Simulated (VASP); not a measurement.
# ZnS (F-43m) in VASP: notebook, part 2 of 2

VASP 6.6.1. The steps go on from the part before.

### 3 Single point, r2SCAN50

This run uses another cell than the first one, of 18.94 Å³/atom, 1.021 times its volume.

File POSCAR:

```
ZnS
1.0
    0.0000000000      2.6654820099      2.6654820099
    2.6654820099      0.0000000000      2.6654820099
    2.6654820099      2.6654820099      0.0000000000
Zn S
1 1
Direct
    0.7500000000      0.7500000000      0.7500000000
    0.0000000000      0.0000000000      0.0000000000
```

File INCAR.step1:

```
PREC     = Accurate       # precision mode
ENCUT    = 520            # plane-wave cutoff, eV
EDIFF    = 1E-5           # SCF threshold, eV
ISMEAR   = -1             # smearing method
SIGMA    = 0.05           # smearing width, eV
LREAL    = F              # projectors in reciprocal space
LASPH    = T              # aspherical terms in the spheres
NELM     = 100            # most SCF steps
ALGO     = Normal         # electronic algorithm
ISIF     = 2              # what is computed and relaxed
LWAVE    = T              # write WAVECAR
LCHARG   = F              # write CHGCAR
GGA      = PE             # functional
NBANDS   = 16             # bands
```

File INCAR.step2:

```
PREC     = Accurate       # precision mode
ENCUT    = 520            # plane-wave cutoff, eV
EDIFF    = 1E-6           # SCF threshold, eV
ISMEAR   = -1             # smearing method
SIGMA    = 0.05           # smearing width, eV
LREAL    = F              # projectors in reciprocal space
LASPH    = T              # aspherical terms in the spheres
NELM     = 100            # most SCF steps
ALGO     = Normal         # electronic algorithm
ISIF     = 2              # what is computed and relaxed
LWAVE    = F              # write WAVECAR
LCHARG   = F              # write CHGCAR
METAGGA  = R2SCAN         # meta-GGA
LHFCALC  = T              # exact exchange
AEXX     = 0.5            # exact-exchange fraction
LMIXTAU  = T            
PRECFOCK = Normal       
ISTART   = 1            
NBANDS   = 16             # bands
```

File KPOINTS:

```
regular mesh
0
Gamma
  5 5 5
```

Potentials or basis: VASP PAW PBE potentials, release 64 (Zn, S).

Launch:

```sh
$ cat potpaw_PBE.64/Zn/POTCAR potpaw_PBE.64/S/POTCAR > POTCAR
$ cp INCAR.step1 INCAR
$ mpirun -np 1 vasp_std > vasp.out
$ cp INCAR.step2 INCAR
$ mpirun -np 1 vasp_std > vasp.out
```

OUTCAR:

```text
PREC = Accurate
   ENCUT = 520
   EDIFF = 1E-6
   ISMEAR = -1
   LREAL = F
   LASPH = T
   NELM = 100
   ISIF = 2
   METAGGA = R2SCAN
   LHFCALC = T
   AEXX = 0.5
   PRECFOCK = Normal
   ISTART = 1

 ion  position               nearest neighbor table
   1  0.750  0.750  0.750-   2 2.31   2 2.31   2 2.31   2 2.31
   2  0.000  0.000  0.000-   1 2.31   1 2.31   1 2.31   1 2.31

  LATTYP: Found a face centered cubic cell.
 ALAT       =     5.3309640198

  Lattice vectors:

 A1 = (   0.0000000000,   2.6654820099,   2.6654820099)
 A2 = (   2.6654820099,   0.0000000000,   2.6654820099)
 A3 = (   2.6654820099,   2.6654820099,   0.0000000000)

Analysis of symmetry for initial positions (statically):
=====================================================================
 Subroutine PRICEL returns:
 Original cell was already a primitive cell.

 Routine SETGRP: Setting up the symmetry group for a
 face centered cubic supercell.

 Subroutine GETGRP returns: Found 24 space group operations
 (whereof 24 operations were pure point group operations)
 out of a pool of 48 trial point group operations.

The static configuration has the point symmetry T_d .

Analysis of symmetry for dynamics (positions and initial velocities):
=====================================================================
 Subroutine PRICEL returns:
 Original cell was already a primitive cell.

 Routine SETGRP: Setting up the symmetry group for a
 face centered cubic supercell.

 Subroutine GETGRP returns: Found 24 space group operations
 (whereof 24 operations were pure point group operations)
 out of a pool of 48 trial point group operations.

The dynamic configuration has the point symmetry T_d .

 Subroutine INISYM returns: Found 24 space group operations
 (whereof 24 operations are pure point group operations),
 and found     1 'primitive' translations

----------------------------------------------------------------------------------------

                                     Primitive cell

  volume of cell :      37.8754

  direct lattice vectors                    reciprocal lattice vectors
     0.000000000  2.665482010  2.665482010    -0.187583333  0.187583333  0.187583333
     2.665482010  0.000000000  2.665482010     0.187583333 -0.187583333  0.187583333
     2.665482010  2.665482010  0.000000000     0.187583333  0.187583333 -0.187583333

  length of vectors
     3.769560809  3.769560809  3.769560809     0.324903864  0.324903864  0.324903864

  position of ions in fractional coordinates (direct lattice)
     0.750000000  0.750000000  0.750000000
     0.000000000  0.000000000  0.000000000

  ion indices of the primitive-cell ions
   primitive index   ion index
                 1           1
                 2           2

----------------------------------------------------------------------------------------

 KPOINTS: regular mesh

Automatic generation of k-mesh.
 Grid dimensions read from file:
[... 23 lines left out ...]
  0.200000  0.000000  0.000000      8.000000
  0.400000  0.000000  0.000000      8.000000
  0.200000  0.200000  0.000000      6.000000
  0.400000  0.200000  0.000000     24.000000
 -0.400000  0.200000  0.000000     24.000000
 -0.200000  0.200000  0.000000     12.000000
  0.400000  0.400000  0.000000      6.000000
 -0.400000  0.400000  0.000000     12.000000
 -0.400000  0.400000  0.200000     24.000000
   k-points           NKPTS =     10   k-points in BZ     NKDIM =    125   number of bands    NBANDS=     16
   number of dos      NEDOS =    301   number of ions     NIONS =      2
   total plane-waves  NPLWV =  21952
   dimension x,y,z NGX =    28 NGY =   28 NGZ =   28
   dimension x,y,z NGXF=    56 NGYF=   56 NGZF=   56
   ions per type =               1   1
   NGX,Y,Z   is equivalent  to a cutoff of  12.35, 12.35, 12.35 a.u.
   NGXF,Y,Z  is equivalent  to a cutoff of  24.70, 24.70, 24.70 a.u.
 SYSTEM =  unknown system
   PREC   = accura    normal or accurate (medium, high low for compatibility)
   ISTART =      1    job   : 0-new  1-cont  2-samecut
   ICHARG =      0    charge: 1-file 2-atom 10-const
   ISPIN  =      1    spin polarized calculation?
   LNONCOLLINEAR =      F non collinear calculations
   LSORBIT =      F    spin-orbit coupling
   LASPH  =      T    aspherical Exc in radial PAW
   ENCUT  =  520.0 eV  38.22 Ry    6.18 a.u.   7.01  7.01  7.01*2*pi/ulx,y,z
   NELM   =    100;   NELMIN=  2; NELMDL=  0     # of ELM steps
   EDIFF  = 0.1E-05   stopping-criterion for ELM
   LREAL  =      F    real-space projection
   EDIFFG = 0.1E-04   stopping-criterion for IOM
   NSW    =      0    number of steps for IOM
   IBRION =     -1    ionic relax: 0-MD 1-quasi-New 2-CG
   NFREE  =      0    steps in history (QN), initial steepest desc. (CG)
   ISIF   =      2    stress and relaxation
   ISYM   =      3    0-nonsym 1-usesym 2-fastsym
   POTIM  = 0.5000    time-step for ionic-motion
   TEBEG  =    0.0;   TEEND  =   0.0 temperature during run
   PSTRESS=    0.0 pullay stress
   NELECT =      18.0000    total number of electrons
   NUPDOWN=      -1.0000    fix difference up-down
   EMIN   =  10.00;   EMAX   =-10.00  energy-range for DOS
   EFERMI =   0.00;   METHOD = LEGACY
   ISMEAR =    -1;   SIGMA  =   0.05  broadening in eV -4-tet -1-fermi 0-gaus
   EFERMI_NEDOS =   21; number of points for ismear=-14 and -15
   IALGO  =     38    algorithm
   IMIX   =      1    mixing-type and parameters
     AMIX     =   0.40;   BMIX     =  1.00
     AMIX_MAG =   1.60;   BMIX_MAG =  1.00
  volume/ion in A,a.u.               =      18.94       127.80
  Fermi-wavevector in a.u.,A,eV,Ry     =   1.277556  2.414231 22.206736  1.632149
  Thomas-Fermi vector in A             =   2.410149
   LORBIT       =      0    0 simple, 1 ext, 2 COOP (PROOUT), +10 PAW based schemes
   METAGGA = R2SCAN    functional components
   LHFCALC =     T    Hartree Fock is set to
   PRECFOCK=normal    Normal, Fast or Accurate (Low or Medium for compatibility)
   ENCUT4O =  -1.0   cutoff for four orbital integrals eV
   NKREDX  =     1    reduce k-point grid by
   NKREDY  =     1    reduce k-point grid by
   NKREDZ  =     1    reduce k-point grid by
   AEXX    =    0.5000 exact exchange contribution
   HFSCREEN=    0.0000 screening length (either q_TF or 0.3 A-1)
   HFSCREENC=   0.0000 screening length for correlation (either q_TF or 0.3 A-1)
   ENCUTFOCK=  -1.0 apply spherical cutoff to Coloumb kernel
   IVDW    =     0    specifies the selected vdW correction
   LEPSILON=     F    determine dielectric tensor
   LRPA    =     F    only Hartree local field effects (RPA)
 non-spin polarized calculation
  energy-cutoff  :      520.00
  volume of cell :       37.88
 maximum number of plane-waves:      1032
  NGX = 24; NGY = 24; NGZ = 24

 number of electron      18.0000019 magnetization

 Free energy of the ion-electron system (eV)
  ---------------------------------------------------
  ext. energy  EPLUGINS =         0.00000000
  ---------------------------------------------------
  free energy    TOTEN  =       -17.46382233 eV

  energy without entropy =      -17.46382233  energy(sigma->0) =      -17.46382233

 E-fermi :   1.3065     XC(G=0):  -5.8497

 val. band max:        0.1883487330   @ k =   0.0000   0.0000   0.0000
 cond. band min:       6.5107118928   @ k =   0.0000   0.0000   0.0000
 fundamental gap:      6.3223631598
 Fermi energy:         1.3064770912

 k-point     1 :       0.0000    0.0000    0.0000
  band No.  band energies     occupation
      1     -15.8390      2.00000
      2      -9.6016      2.00000
      3      -9.6016      2.00000
      4      -9.6016      2.00000
      5      -9.1429      2.00000
      6      -9.1429      2.00000
[... 167 lines left out ...]
      3      -9.3940      2.00000
      4      -9.2261      2.00000
      5      -9.1271      2.00000
      6      -8.7239      2.00000
[... 8 lines left out ...]
     15      18.5937      0.00000
     16      21.2997      0.00000

------------------------ aborting loop because EDIFF is reached ----------------------------------------

  FORCE on cell =-STRESS in cart. coord.  units (eV):
  Direction    XX          YY          ZZ          XY          YZ          ZX
  --------------------------------------------------------------------------------------
  -------------------------------------------------------------------------------------
  Total        0.6879223      0.6879223      0.6879223      0.0000000      0.0000000      0.0000000
  in kB       29.0999792     29.0999792     29.0999792      0.0000000      0.0000000      0.0000000
  external PRESSURE =      29.0999792 kB  Pullay stress =       0.0000000 kB

 VOLUME and BASIS-vectors are now :
 -----------------------------------------------------------------------------
  energy-cutoff  :      520.00
  volume of cell :       37.88
      direct lattice vectors                 reciprocal lattice vectors
     0.000000000  2.665482010  2.665482010    -0.187583333  0.187583333  0.187583333
     2.665482010  0.000000000  2.665482010     0.187583333 -0.187583333  0.187583333
     2.665482010  2.665482010  0.000000000     0.187583333  0.187583333 -0.187583333

 POSITION                                       TOTAL-FORCE (eV/Angst)
 -----------------------------------------------------------------------------------
      3.99822      3.99822      3.99822         0.000000     -0.000000     -0.000000
      0.00000      0.00000      0.00000         0.000000      0.000000      0.000000
 -----------------------------------------------------------------------------------
    total drift:                                0.000269      0.000157      0.000120

  FREE ENERGIE OF THE ION-ELECTRON SYSTEM (eV)
  ---------------------------------------------------
  free  energy   TOTEN  =       -17.4638223303 eV

  energy  without entropy=      -17.4638223302  energy(sigma->0) =      -17.46382233
```

It took 27 min on 1 thread of AMD EPYC 7R13 (Zen 3), shared host; peak memory 0.15 GiB.

Results:

| Property | Result |
| --- | --- |
| Free energy | -17.4638 eV |
| Pressure | 2.9 GPa |
| Band gap on the k mesh | 6.32 eV, direct |

Levels at points of the mesh, in eV from the valence-band top:
```
           k point  band 5  band 6  band 7  band 8  band 9  band 10  band 11  band 12  band 13  band 14
(0.00, 0.00, 0.00)   -9.33   -9.33    0.00    0.00    0.00     6.32    10.61    10.61    10.61    16.40
```

Caveat: the PAW data sets were made with another functional, which shifts forces and pressure a little.

### 4 Comparison with measurements

Step 3. Against the measured gap of ZnS, 3.85 eV (direct; 19 K; quoted in “Electronic, vibrational, and thermodynamic properties of ZnS (zincblende and rocksalt structure)”, 2009, arxiv:0911.5022), the calculated 6.32 eV is off by +2.47 eV. So large a miss can be the level of theory's own, or it may mean another phase, state or a wrong row. The value is that of r2SCAN50, without temperature or zero-point motion.
